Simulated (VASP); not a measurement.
# P (Fd-3m) in VASP: density of states with LDA

Aim: the density of states of P with LDA.

All numbers are computed with VASP 6.6.1; they aren't measurements. Logs are shortened: lines on timing, memory, paths and dates and some standing lists are left out, and cuts for length are marked.

## 1. The cell of the first run

Symmetry: Fd-3m, No. 227, cubic system. Conventional cell: a = 4.101 Å, b = 4.101 Å, c = 4.101 Å, α = 90.00°, β = 90.00°, γ = 90.00°. Within 2.4 Å of P (site symmetry -43m) lie 4 P at 1.78 Å.

## 2. Density of states, LDA (volume scaled by 0.45)

The input, POSCAR:

```
P
1.0
    0.0000000000      2.0503444021      2.0503444021
    2.0503444021      0.0000000000      2.0503444021
    2.0503444021      2.0503444021      0.0000000000
P
2
Direct
   -0.1250000000     -0.1250000000     -0.1250000000
    0.1250000000      0.1250000000      0.1250000000
```

The input, INCAR.step1:

```
SYSTEM = P
PREC = Accurate ; ENCUT = 520
EDIFF = 1E-7 ; ISMEAR = -1
SIGMA = 0.1 ; LREAL = .FALSE.
LASPH = .TRUE. ; NELM = 100
ALGO = Normal ; ISIF = 2
LWAVE = .FALSE. ; LCHARG = .TRUE.
NBANDS = 12
```

The input, KPOINTS.step1:

```
Automatic mesh
0
G
  12 12 12
  0 0 0
```

The input, INCAR.step2:

```
SYSTEM = P
PREC = Accurate ; ENCUT = 520
EDIFF = 1E-7 ; ISMEAR = -5
SIGMA = 0.1 ; LREAL = .FALSE.
LASPH = .TRUE. ; NELM = 100
ALGO = Normal ; ISIF = 2
LWAVE = .FALSE. ; LCHARG = .FALSE.
LORBIT = 11 ; NBANDS = 12
NEDOS = 1001 ; ICHARG = 11
```

The input, KPOINTS.step2:

```
Automatic mesh
0
G
  18 18 18
  0 0 0
```

Potentials or basis: VASP PAW LDA potentials, release 64 (P).

Run with:

```console
$ cat potpaw_LDA.64/P/POTCAR > POTCAR
$ cp INCAR.step1 INCAR
$ cp KPOINTS.step1 KPOINTS
$ mpirun -np 1 vasp_std > vasp.out
$ cp INCAR.step2 INCAR
$ cp KPOINTS.step2 KPOINTS
$ mpirun -np 1 vasp_std > vasp.out
```

OUTCAR:

```text
SYSTEM = P
   PREC = Accurate
   ENCUT = 520
   EDIFF = 1E-7
   ISMEAR = -5
   LREAL = .FALSE.
   LASPH = .TRUE.
   NELM = 100
   ISIF = 2
   LORBIT = 11
   ICHARG = 11

 ion  position               nearest neighbor table
   1  0.875  0.875  0.875-   2 1.78   2 1.78   2 1.78   2 1.78
   2  0.125  0.125  0.125-   1 1.78   1 1.78   1 1.78   1 1.78

  LATTYP: Found a face centered cubic cell.
 ALAT       =     4.1006888042

  Lattice vectors:

 A1 = (   0.0000000000,   2.0503444021,   2.0503444021)
 A2 = (   2.0503444021,   0.0000000000,   2.0503444021)
 A3 = (   2.0503444021,   2.0503444021,   0.0000000000)

Analysis of symmetry for initial positions (statically):
=====================================================================
 Subroutine PRICEL returns:
 Original cell was already a primitive cell.

 Routine SETGRP: Setting up the symmetry group for a
 face centered cubic supercell.

 Subroutine GETGRP returns: Found 48 space group operations
 (whereof 12 operations were pure point group operations)
 out of a pool of 48 trial point group operations.

The static configuration has the point symmetry D_3d.
 The point group associated with its full space group is O_h .

Analysis of symmetry for dynamics (positions and initial velocities):
=====================================================================
 Subroutine PRICEL returns:
 Original cell was already a primitive cell.

 Routine SETGRP: Setting up the symmetry group for a
 face centered cubic supercell.

 Subroutine GETGRP returns: Found 48 space group operations
 (whereof 12 operations were pure point group operations)
 out of a pool of 48 trial point group operations.

The dynamic configuration has the point symmetry D_3d.
 The point group associated with its full space group is O_h .

 Subroutine INISYM returns: Found 48 space group operations
 (whereof 12 operations are pure point group operations),
 and found     1 'primitive' translations

----------------------------------------------------------------------------------------

                                     Primitive cell

  volume of cell :      17.2389

  direct lattice vectors                    reciprocal lattice vectors
     0.000000000  2.050344402  2.050344402    -0.243861470  0.243861470  0.243861470
     2.050344402  0.000000000  2.050344402     0.243861470 -0.243861470  0.243861470
     2.050344402  2.050344402  0.000000000     0.243861470  0.243861470 -0.243861470

  length of vectors
     2.899624861  2.899624861  2.899624861     0.422380456  0.422380456  0.422380456

  position of ions in fractional coordinates (direct lattice)
     0.875000000  0.875000000  0.875000000
     0.125000000  0.125000000  0.125000000

  ion indices of the primitive-cell ions
   primitive index   ion index
                 1           1
                 2           2

----------------------------------------------------------------------------------------

 KPOINTS: Automatic mesh

Automatic generation of k-mesh.
 Grid dimensions read from file:
 generate k-points for:   18   18   18

 Generating k-lattice:

  Cartesian coordinates                     Fractional coordinates (reciprocal lattice)
    -0.013547859  0.013547859  0.013547859     0.055555556  0.000000000  0.000000000
     0.013547859 -0.013547859  0.013547859     0.000000000  0.055555556  0.000000000
     0.013547859  0.013547859 -0.013547859     0.000000000  0.000000000  0.055555556

  Length of vectors
     0.023465581  0.023465581  0.023465581

  Shift w.r.t. Gamma in fractional coordinates (k-lattice)
     0.000000000  0.000000000  0.000000000

 TETIRR: Found    806 inequivalent tetrahedra from    34992

 Subroutine IBZKPT returns following result:
 ===========================================

 Found    195 irreducible k-points:

 Following reciprocal coordinates:
            Coordinates               Weight
  0.000000  0.000000  0.000000      1.000000
  0.055556  0.000000  0.000000      8.000000
  0.111111  0.000000  0.000000      8.000000
  0.166667  0.000000  0.000000      8.000000
  0.222222  0.000000  0.000000      8.000000
  0.277778  0.000000  0.000000      8.000000
[... 16 lines left out ...]
 -0.277778  0.055556  0.000000     24.000000
 -0.222222  0.055556  0.000000     24.000000
 [... further k-points ...]
   k-points           NKPTS =    195   k-points in BZ     NKDIM =    195   number of bands    NBANDS=     12
   number of dos      NEDOS =   1001   number of ions     NIONS =      2
   total plane-waves  NPLWV =  13824
   dimension x,y,z NGX =    24 NGY =   24 NGZ =   24
   dimension x,y,z NGXF=    48 NGYF=   48 NGZF=   48
   ions per type =               2
   NGX,Y,Z   is equivalent  to a cutoff of  13.76, 13.76, 13.76 a.u.
   NGXF,Y,Z  is equivalent  to a cutoff of  27.52, 27.52, 27.52 a.u.
 SYSTEM =  P
   PREC   = accura    normal or accurate (medium, high low for compatibility)
   ISTART =      0    job   : 0-new  1-cont  2-samecut
   ICHARG =     11    charge: 1-file 2-atom 10-const
   ISPIN  =      1    spin polarized calculation?
   LNONCOLLINEAR =      F non collinear calculations
   LSORBIT =      F    spin-orbit coupling
   LASPH  =      T    aspherical Exc in radial PAW
   ENCUT  =  520.0 eV  38.22 Ry    6.18 a.u.   5.39  5.39  5.39*2*pi/ulx,y,z
   NELM   =    100;   NELMIN=  2; NELMDL=  0     # of ELM steps
   EDIFF  = 0.1E-06   stopping-criterion for ELM
   LREAL  =      F    real-space projection
   EDIFFG = 0.1E-05   stopping-criterion for IOM
   NSW    =      0    number of steps for IOM
   IBRION =     -1    ionic relax: 0-MD 1-quasi-New 2-CG
   NFREE  =      0    steps in history (QN), initial steepest desc. (CG)
   ISIF   =      2    stress and relaxation
   ISYM   =      2    0-nonsym 1-usesym 2-fastsym
   POTIM  = 0.5000    time-step for ionic-motion
   TEBEG  =    0.0;   TEEND  =   0.0 temperature during run
   PSTRESS=    0.0 pullay stress
   NELECT =      10.0000    total number of electrons
   NUPDOWN=      -1.0000    fix difference up-down
   EMIN   =  10.00;   EMAX   =-10.00  energy-range for DOS
   EFERMI =   0.00;   METHOD = LEGACY
   ISMEAR =    -5;   SIGMA  =   0.10  broadening in eV -4-tet -1-fermi 0-gaus
   EFERMI_NEDOS =   21; number of points for ismear=-14 and -15
   IALGO  =     38    algorithm
   IMIX   =      4    mixing-type and parameters
     AMIX     =   0.40;   BMIX     =  1.00
     AMIX_MAG =   1.60;   BMIX_MAG =  1.00
  volume/ion in A,a.u.               =       8.62        58.17
  Fermi-wavevector in a.u.,A,eV,Ry     =   1.365331  2.580102 25.363019  1.864129
  Thomas-Fermi vector in A             =   2.491569
   LORBIT       =     11    0 simple, 1 ext, 2 COOP (PROOUT), +10 PAW based schemes
   GGA     = CA    functional components
   LHFCALC =     F    Hartree Fock is set to
   AEXX    =    0.0000 exact exchange contribution
   IVDW    =     0    specifies the selected vdW correction
   LEPSILON=     F    determine dielectric tensor
   LRPA    =     F    only Hartree local field effects (RPA)
 non-spin polarized calculation
 Fermi weights with tetrahedron method with Bloechl corrections
  energy-cutoff  :      520.00
  volume of cell :       17.24
 maximum number of plane-waves:       483
 NGX is ok and might be reduce to    24

 number of electron       9.9999999 magnetization

 Free energy of the ion-electron system (eV)
  ---------------------------------------------------
  ext. energy  EPLUGINS =         0.00000000
  ---------------------------------------------------
  free energy    TOTEN  =        -2.54973232 eV

  energy without entropy =       -2.54973232  energy(sigma->0) =       -2.54973232

 E-fermi :  18.4761     XC(G=0): -13.5673

 val. band max:       18.5543199169   @ k =  -0.3889   0.3333   0.1667
 cond. band min:      18.3914590245   @ k =  -0.4444   0.3889   0.1667
 fundamental gap:     -0.1628608924
 Fermi energy:        18.4761115905

 k-point     1 :       0.0000    0.0000    0.0000
  band No.  band energies     occupation
      1      -4.9481      2.00000
      2      14.3021      2.00000
      3      14.3021      2.00000
      4      14.3021      2.00000
      5      18.1349      2.00000
      6      18.1349      2.22210
      7      18.1349      2.49805
      8      24.6113      0.00000
      9      24.6113      0.00000
     10      27.3423      0.00000
     11      28.7629      0.00000
     12      31.9612      0.00000

 k-point     2 :       0.0556    0.0000    0.0000
  band No.  band energies     occupation
      1      -4.8744      2.00000
      2      13.7116      2.00000
      3      14.1841      2.00000
      4      14.1841      2.00000
      5      18.3175      1.95877
      6      18.3175      1.24468
      7      18.4036      0.64136
      8      24.4019      0.00000
      9      24.4019      0.00000
     10      27.4691      0.00000
     11      29.0399      0.00000
     12      31.8740      0.00000

 k-point     3 :       0.1111    0.0000    0.0000
  band No.  band energies     occupation
      1      -4.6539      2.00000
      2      12.3691      2.00000
      3      13.8965      2.00000
      4      13.8965      2.00000
      5      18.7637      0.27210
      6      18.7637     -0.00083
      7      18.8313      0.00053
      8      23.9513      0.00000
      9      23.9513      0.00000
     10      27.7497      0.00000
     11      29.7470      0.00000
     12      31.8727      0.00000
[... 286 lines left out ...]
 k-point    23 :      -0.2778    0.0556    0.0000
  band No.  band energies     occupation
      1      -2.8331      2.00000
      2       6.8772      2.00000
      3      12.0694      2.00000
      4      13.1461      2.00000
      5      19.0538     -0.07353
      6      19.4114      0.00000
      7      19.5005      0.00000
      8      23.9903      0.00000
      9      25.3050      0.00000
     10      27.7460      0.00000
     11      32.8643      0.00000
     12      37.3059      0.00000

 k-point    24 :      -0.2222    0.0556    0.0000
  band No.  band energies     occupation
      1      -3.5173      2.00000
      2       8.5265      2.00000
      3      12.2886      2.00000
      4      13.4754      2.00000
      5      19.1932      0.00000
      6      19.4308      0.00000
      7      19.7933      0.00000
      8      23.0950      0.00000
      9      24.4151      0.00000
     10      28.1481      0.00000
     11      31.7900      0.00000
     12      35.2098      0.00000

 [... further k-points ...]

------------------------ aborting loop because EDIFF is reached ----------------------------------------

  FORCE on cell =-STRESS in cart. coord.  units (eV):
  Direction    XX          YY          ZZ          XY          YZ          ZX
  --------------------------------------------------------------------------------------
  -------------------------------------------------------------------------------------
  Total       30.9406609     30.9406609     30.9406609     -0.0000000      0.0000000     -0.0000000
  in kB     2875.6082584   2875.6082584   2875.6082584     -0.0000000      0.0000000     -0.0000000
  external PRESSURE =    2875.6082584 kB  Pullay stress =       0.0000000 kB

 VOLUME and BASIS-vectors are now :
 -----------------------------------------------------------------------------
  energy-cutoff  :      520.00
  volume of cell :       17.24
      direct lattice vectors                 reciprocal lattice vectors
     0.000000000  2.050344402  2.050344402    -0.243861470  0.243861470  0.243861470
     2.050344402  0.000000000  2.050344402     0.243861470 -0.243861470  0.243861470
     2.050344402  2.050344402  0.000000000     0.243861470  0.243861470 -0.243861470

 POSITION                                       TOTAL-FORCE (eV/Angst)
 -----------------------------------------------------------------------------------
      3.58810      3.58810      3.58810         0.000000      0.000000      0.000000
      0.51259      0.51259      0.51259        -0.000000     -0.000000     -0.000000
 -----------------------------------------------------------------------------------
    total drift:                                0.000000      0.000000     -0.000000

  FREE ENERGIE OF THE ION-ELECTRON SYSTEM (eV)
  ---------------------------------------------------
  free  energy   TOTEN  =        -2.5497323210 eV

  energy  without entropy=       -2.5497323210  energy(sigma->0) =       -2.54973232

 total charge

# of ion       s       p       d       tot
------------------------------------------
    1        1.102   2.055   0.000   3.157
    2        1.102   2.055   0.000   3.157
--------------------------------------------------
tot          2.204   4.110   0.000   6.314
```

Wall time 20 s (1 thread of Intel Xeon Platinum 8488C (Sapphire Rapids), shared host); peak memory 0.14 GiB.

Results:

```yaml
Valence_electrons_inside_the_program's_atomic_spheres: P 3.16
```

Levels at points of the mesh, in eV from the Fermi level:
| k point | band 2 | band 3 | band 4 | band 5 | band 6 | band 7 | band 8 | band 9 |
| --- | --- | --- | --- | --- | --- | --- | --- | --- |
| (0.00, 0.00, 0.00) | -4.17 | -4.17 | -4.17 | -0.34 | -0.34 | -0.34 | 6.14 | 6.14 |
| (0.50, 0.00, 0.00) | -15.96 | -6.03 | -6.03 | -0.08 | -0.08 | 0.56 | 7.44 | 11.05 |
| (0.50, 0.50, 0.00) | -15.86 | -9.18 | -9.18 | -4.09 | -4.09 | 11.82 | 11.82 | 14.56 |

Caveat: tetrahedron occupations give inexact forces and stress in metals.
